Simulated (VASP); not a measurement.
**MgO: single point with r2SCAN**

The system is MgO.

```xyz
2
Lattice="0.0000 2.0809 2.0809 2.0809 0.0000 2.0809 2.0809 2.0809 0.0000" Properties=species:S:1:pos:R:3 pbc="T T T"
Mg    0.0000    0.0000    0.0000
O     2.0809    2.0809    2.0809
```

| Property | Result |
| --- | --- |
| Program | VASP 6.6.1 |
| Task | single point |
| Functional | r2SCAN |
| Potentials or basis | VASP PAW PBE potentials, release 64 (Mg_sv, O) |
| Cutoff | 750 eV |
| k mesh | 10 × 10 × 10 |
| Occupations | gaussian, width 0.02 eV |
| Spin | no spin polarisation |

```yaml
Pressure: 5.1 GPa
Band_gap_on_the_k_mesh: 6.02 eV
```

Levels at points of the mesh, in eV from the valence-band top:
| k point | band 6 | band 7 | band 8 | band 9 | band 10 | band 11 |
| --- | --- | --- | --- | --- | --- | --- |
| (0.00, 0.00, 0.00) | 0.00 | 0.00 | 0.00 | 6.02 | 17.07 | 17.07 |
| (0.50, 0.00, 0.00) | -4.76 | -0.72 | -0.72 | 9.07 | 14.28 | 17.89 |
| (0.50, 0.50, 0.00) | -4.22 | -1.42 | -1.42 | 10.09 | 11.57 | 14.72 |

It took 2.1 min on 1 thread of AMD EPYC 7R43 64-Core Processor (Zen 3), on a shared host, peak memory 0.13 GiB.

Caveat: the cell stands under pressure; the PAW data sets were made with another functional, which shifts forces and pressure a little. r2SCAN opens gaps a little over a GGA but as a rule still falls short of measured ones.
